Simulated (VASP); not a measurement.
# Al (Immm) in VASP: notebook

Runs on Al. Level: r2SCAN. Tasks: single point.

Everything below comes from runs of VASP 6.6.1. Logs are shortened: lines on timing, memory, paths and dates and some standing lists are left out, and cuts for length are marked.

### 1 The cell of the first run

It takes space group Immm (No. 71, orthorhombic). Conventional cell: a = 2.773 Å, b = 2.952 Å, c = 4.048 Å, α = 90.00°, β = 90.00°, γ = 90.00°. Al (site symmetry mmm) has 12 Al at 2.77 to 2.95 Å within 3.7 Å.

### 2 Single point, r2SCAN (strain +0.0625 x Voigt [0, 0, 0, 0, 0, 1])

POSCAR

```
Al
1.0
    0.0632493750      2.0239800000      2.0239800000
    2.0239800000      0.0632493750      2.0239800000
    2.0872293750      2.0872293750      0.0000000000
Al
1
Direct
    0.0000000000      0.0000000000      0.0000000000
```

INCAR.step1

```
SYSTEM = Al
PREC = Accurate ; ENCUT = 520
ISMEAR = 0 ; SIGMA = 0.15
LREAL = .FALSE. ; LASPH = .TRUE.
NELM = 80 ; NBANDS = 8
GGA = PE ; ALGO = Normal
EDIFF = 1E-4 ; LWAVE = .TRUE.
LCHARG = .FALSE.
```

INCAR.step2

```
SYSTEM = Al
PREC = Accurate ; ENCUT = 520
EDIFF = 1E-6 ; ISMEAR = 0
SIGMA = 0.15 ; LREAL = .FALSE.
LASPH = .TRUE. ; NELM = 80
ALGO = Normal ; ISIF = 2
LWAVE = .FALSE. ; LCHARG = .FALSE.
METAGGA = R2SCAN ; LMIXTAU = .TRUE.
NBANDS = 8 ; ISTART = 1
```

KPOINTS

```
regular mesh
0
G
  20 20 20
  0 0 0
```

Potentials or basis: VASP PAW PBE potentials, release 64 (Al).

Run with:

```sh
cat potpaw_PBE.64/Al/POTCAR > POTCAR
cp INCAR.step1 INCAR
mpirun -np 1 vasp_std > vasp.out
cp INCAR.step2 INCAR
mpirun -np 1 vasp_std > vasp.out
```

OUTCAR:

```text
SYSTEM = Al
   PREC = Accurate
   ENCUT = 520
   EDIFF = 1E-6
   ISMEAR = 0
   LREAL = .FALSE.
   LASPH = .TRUE.
   NELM = 80
   ISIF = 2
   METAGGA = R2SCAN
   ISTART = 1

 ion  position               nearest neighbor table
   1  0.000  0.000  0.000-

  LATTYP: Found a body centered orthorhombic cell.
 ALAT       =     2.7728918420
 B/A-ratio  =     1.0645161290
 C/A-ratio  =     1.4598333547

  Lattice vectors:

 A1 = (   2.0239800000,   0.0632493750,  -2.0239800000)
 A2 = (  -2.0239800000,  -0.0632493750,  -2.0239800000)
 A3 = (   0.0632493750,   2.0239800000,   2.0239800000)

Analysis of symmetry for initial positions (statically):
=====================================================================
 Subroutine PRICEL returns:
 Original cell was already a primitive cell.

 Routine SETGRP: Setting up the symmetry group for a
 body centered orthorhombic supercell.

 Subroutine GETGRP returns: Found  8 space group operations
 (whereof  8 operations were pure point group operations)
 out of a pool of  8 trial point group operations.

The static configuration has the point symmetry D_2h.

Analysis of symmetry for dynamics (positions and initial velocities):
=====================================================================
 Subroutine PRICEL returns:
 Original cell was already a primitive cell.

 Routine SETGRP: Setting up the symmetry group for a
 body centered orthorhombic supercell.

 Subroutine GETGRP returns: Found  8 space group operations
 (whereof  8 operations were pure point group operations)
 out of a pool of  8 trial point group operations.

The dynamic configuration has the point symmetry D_2h.

 Subroutine INISYM returns: Found  8 space group operations
 (whereof  8 operations are pure point group operations),
 and found     1 'primitive' translations

----------------------------------------------------------------------------------------

                                     Primitive cell

  volume of cell :      16.5663

  direct lattice vectors                    reciprocal lattice vectors
     0.063249375  2.023980000  2.023980000    -0.255006982  0.255006982  0.247038014
     2.023980000  0.063249375  2.023980000     0.255006982 -0.255006982  0.247038014
     2.087229375  2.087229375  0.000000000     0.239552014  0.239552014 -0.247038014

  length of vectors
     2.863038694  2.863038694  2.951788090     0.437132592  0.437132592  0.419282858

  position of ions in fractional coordinates (direct lattice)
[... 75 lines left out ...]
   ENCUT  =  520.0 eV  38.22 Ry    6.18 a.u.   5.32  5.32  5.49*2*pi/ulx,y,z
   NELM   =     80;   NELMIN=  2; NELMDL=  0     # of ELM steps
   EDIFF  = 0.1E-05   stopping-criterion for ELM
   LREAL  =      F    real-space projection
   EDIFFG = 0.1E-04   stopping-criterion for IOM
   NSW    =      0    number of steps for IOM
   IBRION =     -1    ionic relax: 0-MD 1-quasi-New 2-CG
   NFREE  =      0    steps in history (QN), initial steepest desc. (CG)
   ISIF   =      2    stress and relaxation
   ISYM   =      2    0-nonsym 1-usesym 2-fastsym
   POTIM  = 0.5000    time-step for ionic-motion
   TEBEG  =    0.0;   TEEND  =   0.0 temperature during run
   PSTRESS=    0.0 pullay stress
   NELECT =       3.0000    total number of electrons
   NUPDOWN=      -1.0000    fix difference up-down
   EMIN   =  10.00;   EMAX   =-10.00  energy-range for DOS
   EFERMI =   0.00;   METHOD = LEGACY
   ISMEAR =     0;   SIGMA  =   0.15  broadening in eV -4-tet -1-fermi 0-gaus
   EFERMI_NEDOS =   21; number of points for ismear=-14 and -15
   IALGO  =     38    algorithm
   IMIX   =      4    mixing-type and parameters
     AMIX     =   0.40;   BMIX     =  1.00
     AMIX_MAG =   1.60;   BMIX_MAG =  1.00
  volume/ion in A,a.u.               =      16.57       111.79
  Fermi-wavevector in a.u.,A,eV,Ry     =   0.926205  1.750274 11.671837  0.857856
  Thomas-Fermi vector in A             =   2.052142
   LORBIT       =      0    0 simple, 1 ext, 2 COOP (PROOUT), +10 PAW based schemes
   METAGGA = R2SCAN    functional components
   LHFCALC =     F    Hartree Fock is set to
   AEXX    =    0.0000 exact exchange contribution
   IVDW    =     0    specifies the selected vdW correction
   LEPSILON=     F    determine dielectric tensor
   LRPA    =     F    only Hartree local field effects (RPA)
 non-spin polarized calculation
 Gauss-broadening in eV      SIGMA  =   0.15
  energy-cutoff  :      520.00
  volume of cell :       16.57
 maximum number of plane-waves:       465
 NGX is ok and might be reduce to    24
   NGX = 11   NGY = 11   NGZ = 11

 number of electron       3.0000000 magnetization

 Free energy of the ion-electron system (eV)
  ---------------------------------------------------
  ext. energy  EPLUGINS =         0.00000000
  ---------------------------------------------------
  free energy    TOTEN  =        -6.72406173 eV

  energy without entropy =       -6.71968048  energy(sigma->0) =       -6.72187111

 E-fermi :   7.9836     XC(G=0): -10.8908

 val. band max:        7.9793461174   @ k =  -0.4500   0.0500   0.4000
 cond. band min:       7.9871580277   @ k =  -0.2500   0.4000   0.3000
 fundamental gap:      0.0078119103
 Fermi energy:         7.9836132217

 k-point     1 :       0.0000    0.0000    0.0000
  band No.  band energies     occupation
      1      -3.8379      2.00000
      2      20.2679      0.00000
      3      21.1638      0.00000
      4      22.0197      0.00000
      5      22.3587      0.00000
      6      22.6250      0.00000
      7      24.3178      0.00000
      8      25.8919      0.00000
[... 243 lines left out ...]
 k-point    24 :      -0.3500    0.0500    0.0000
  band No.  band energies     occupation
      1       0.2410      2.00000
      2       7.8287      1.85593
      3      18.1730      0.00000
      4      19.6676      0.00000
      5      19.9794      0.00000
      6      21.6391      0.00000
      7      23.2713      0.00000
      8      26.5366      0.00000

 [... further k-points ...]
[... 5 lines left out ...]
  --------------------------------------------------------------------------------------
  -------------------------------------------------------------------------------------
  Total       -0.2971189     -0.2971189     -0.4300700     -0.2373545      0.0000000      0.0000000
  in kB      -28.7353510    -28.7353510    -41.5934969    -22.9553361      0.0000000      0.0000000
  external PRESSURE =     -33.0213996 kB  Pullay stress =       0.0000000 kB

 VOLUME and BASIS-vectors are now :
 -----------------------------------------------------------------------------
  energy-cutoff  :      520.00
  volume of cell :       16.57
      direct lattice vectors                 reciprocal lattice vectors
     0.063249375  2.023980000  2.023980000    -0.255006982  0.255006982  0.247038014
     2.023980000  0.063249375  2.023980000     0.255006982 -0.255006982  0.247038014
     2.087229375  2.087229375  0.000000000     0.239552014  0.239552014 -0.247038014

 POSITION                                       TOTAL-FORCE (eV/Angst)
 -----------------------------------------------------------------------------------
      0.00000      0.00000      0.00000         0.000000      0.000000      0.000000
 -----------------------------------------------------------------------------------
    total drift:                               -0.000000      0.000000     -0.000000

  FREE ENERGIE OF THE ION-ELECTRON SYSTEM (eV)
  ---------------------------------------------------
  free  energy   TOTEN  =        -6.7240617345 eV

  energy  without entropy=       -6.7196804762  energy(sigma->0) =       -6.72187111
```

OSZICAR.step1:

```text
N       E                     dE             d eps       ncg     rms          rms(c)
DAV:   1    -0.234369637627E+01   -0.23437E+01   -0.84931E+02 18728   0.203E+02
DAV:   2    -0.375660218134E+01   -0.14129E+01   -0.13584E+01 25912   0.187E+01
DAV:   3    -0.376373574780E+01   -0.71336E-02   -0.71304E-02 23800   0.149E+00
DAV:   4    -0.376375414177E+01   -0.18394E-04   -0.18395E-04 29112   0.668E-02
DAV:   5    -0.376375418693E+01   -0.45159E-07   -0.45036E-07 24312   0.183E-03    0.130E+00
DAV:   6    -0.375073515042E+01    0.13019E-01   -0.16398E-03 24832   0.193E-01    0.759E-01
DAV:   7    -0.374124549809E+01    0.94897E-02   -0.49331E-03 24128   0.314E-01    0.145E-01
DAV:   8    -0.374123951904E+01    0.59791E-05   -0.15295E-05 24888   0.269E-02
   1 F= -.37412395E+01 E0= -.37389040E+01  d E =-.467097E-02
```

Wall time 18 min (1 thread of AMD EPYC, shared host); peak memory 0.22 GiB.

What came out:

| Quantity | Value |
| --- | --- |
| Free energy | -6.7241 eV |
| Pressure | -3.3 GPa |
| Band gap on the k mesh | zero (an odd number of electrons rules out a gap without spin polarisation) |

Levels at points of the mesh, in eV from the Fermi level:
```csv
k point,band 1,band 2,band 3,band 4,band 5,band 6
"(0.00, 0.00, 0.00)",-11.82,12.28,13.18,14.04,14.38,14.64
"(0.50, 0.00, 0.00)",-4.80,-4.13,11.17,11.51,11.89,12.25
"(0.50, 0.50, 0.00)",-3.17,-1.67,4.82,5.23,7.21,10.14
"(0.00, 0.00, 0.50)",-5.17,-4.93,11.84,12.43,13.04,13.13
"(0.50, 0.00, 0.50)",-3.15,-1.63,5.46,5.99,5.99,9.87
```

Caveat: the cell differs from its parent crystal (strain +0.0625 x Voigt [0, 0, 0, 0, 0, 1]); the cell stands under tension; the PAW data sets were made with another functional, which shifts forces and pressure a little.

### 3 Single point, r2SCAN (strain +0.0375 x Voigt [0, 0, 0, 0, 0, 1])

POSCAR

```
Al
1.0
    0.0379496250      2.0239800000      2.0239800000
    2.0239800000      0.0379496250      2.0239800000
    2.0619296250      2.0619296250      0.0000000000
Al
1
Direct
    0.0000000000      0.0000000000      0.0000000000
```

INCAR.step1

```
SYSTEM = Al
ALGO = Normal
EDIFF = 1E-4
ENCUT = 520
GGA = PE
ISMEAR = 0
LASPH = .True.
LCHARG = .False.
LREAL = .False.
LWAVE = .True.
NBANDS = 8
NELM = 80
PREC = Accurate
SIGMA = 0.15
```

INCAR.step2

```
SYSTEM = Al
ALGO = Normal
EDIFF = 1E-7
ENCUT = 520
ISIF = 2
ISMEAR = 0
ISTART = 1
LASPH = .True.
LCHARG = .False.
LMIXTAU = .True.
LREAL = .False.
LWAVE = .False.
METAGGA = R2SCAN
NBANDS = 8
NELM = 80
PREC = Accurate
SIGMA = 0.15
```

KPOINTS

```
k-points
0
Gamma
  20 20 20
  0 0 0
```

Potentials or basis: VASP PAW PBE potentials, release 64 (Al).

Run with:

```sh
cat potpaw_PBE.64/Al/POTCAR > POTCAR
cp INCAR.step1 INCAR
mpirun -np 1 vasp_std > vasp.out
cp INCAR.step2 INCAR
mpirun -np 1 vasp_std > vasp.out
```

It took 21 min on 1 thread of AMD EPYC, shared host; peak memory 0.22 GiB.

The run converged. Its results:

* Free energy: -6.7286 eV
* Pressure: -3.6 GPa
* Band gap on the k mesh: zero (an odd number of electrons rules out a gap without spin polarisation)

Stress tensor (GPa, compression positive):
```
-3.36 -1.42  0.00
-1.42 -3.36  0.00
 0.00  0.00 -4.06
```

Levels at points of the mesh, in eV from the Fermi level:
```tsv
k point	band 1	band 2	band 3	band 4	band 5	band 6
(0.00, 0.00, 0.00)	-11.83	12.66	13.23	13.91	14.45	14.92
(0.50, 0.00, 0.00)	-4.89	-4.31	11.49	11.77	12.04	12.15
(0.50, 0.50, 0.00)	-3.18	-1.68	5.25	5.36	6.69	9.94
(0.00, 0.00, 0.50)	-5.11	-4.79	11.91	12.36	12.61	12.75
(0.50, 0.00, 0.50)	-3.17	-1.66	5.44	5.96	5.96	9.84
```

Caveat: the cell differs from its parent crystal (strain +0.0375 x Voigt [0, 0, 0, 0, 0, 1]); the cell stands under tension; the PAW data sets were made with another functional, which shifts forces and pressure a little.

[end of part 1 of 2]
